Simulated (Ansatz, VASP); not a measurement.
## AlGa3As4: VASP beside Ansatz

File INCAR:

```
PREC = Accurate
ENCUT = 520
EDIFF = 1E-8
ISMEAR = 0
SIGMA = 0.01
LREAL = False
LASPH = True
NELM = 60
ALGO = Normal
ISIF = 2
LWAVE = False
LCHARG = False
GGA = PS
LEFG = True
NBANDS = 41
```

The input KPOINTS:

```
regular mesh
0
Gamma
  6 6 6
```

File POSCAR:

```
AlGa3As4
1.0
    5.6636625033      0.0000000000      0.0000000000
    0.0000000000      5.6636625033      0.0000000000
    0.0000000000      0.0000000000      5.6636625033
Al Ga As
1 3 4
Direct
    0.0000000000      0.0000000000      0.0000000000
    0.5000000000      0.5000000000      0.0000000000
    0.5000000000      0.0000000000      0.5000000000
    0.0000000000      0.5000000000      0.5000000000
    0.7500008592      0.7500008592      0.2499991408
    0.7500008592      0.2499991408      0.7500008592
    0.2499991408      0.7500008592      0.7500008592
    0.2499991408      0.2499991408      0.2499991408
```

Input for Ansatz:

```yaml
crystal:
  lattice:
    - [5.6636625033, 0.0, 0.0]
    - [0.0, 5.6636625033, 0.0]
    - [0.0, 0.0, 5.6636625033]
  atoms:
    - { symbol: Al, position: [0.0, 0.0, 0.0] }
    - { symbol: Ga, position: [0.5, 0.5, 0.0] }
    - { symbol: Ga, position: [0.5, 0.0, 0.5] }
    - { symbol: Ga, position: [0.0, 0.5, 0.5] }
    - { symbol: As, position: [0.7500008592, 0.7500008592, 0.2499991408] }
    - { symbol: As, position: [0.7500008592, 0.2499991408, 0.7500008592] }
    - { symbol: As, position: [0.2499991408, 0.7500008592, 0.7500008592] }
    - { symbol: As, position: [0.2499991408, 0.2499991408, 0.2499991408] }
basis:
  ecutwfc: 420
kpoints:
  mp_grid: { grid: [6, 6, 6] }
hamiltonian:
  xc: pbesol
scf:
  occupations: { method: fixed }
output:
  forces: true
  stress: true
  eigenvalues: true
  efg: {}
  polarization: {}
checkpoint:
  read: start.run
  write: ck
  compress: false
  write_wavefunctions: false
  write_every: 100000
```

Alike in both runs: task electric field gradients; functional PBEsol; k mesh 6 × 6 × 6; no spin polarisation.

|  | VASP | Ansatz |
| --- | --- | --- |
| version | VASP 6.6.1 | Ansatz 0.2.0 |
| potentials or method | VASP PAW PBE potentials, release 64 (Al, Ga_d, As), cutoff 520 eV | scalar-relativistic, plane waves, PAW |
| occupations | gaussian, width 0.01 eV | fixed |
| valence electrons in the cell | 62 | 102 |

```csv
,VASP,Ansatz,Ansatz less VASP
gap on the k mesh at the Fermi level (eV),0.76,0.75,-0.013
least direct gap on the mesh (eV),0.76,0.75,-0.013
pressure (GPa),0.2,0.0,-0.19
size of Vzz on the site where it differs most (V/Å²),46.0,47.3,+1.35
```

VASP's potentials were made for PBE, not for PBEsol. VASP's potentials hold 62 valence electrons a cell and Ansatz's 102, so a difference there can come from the potentials and not from the codes.
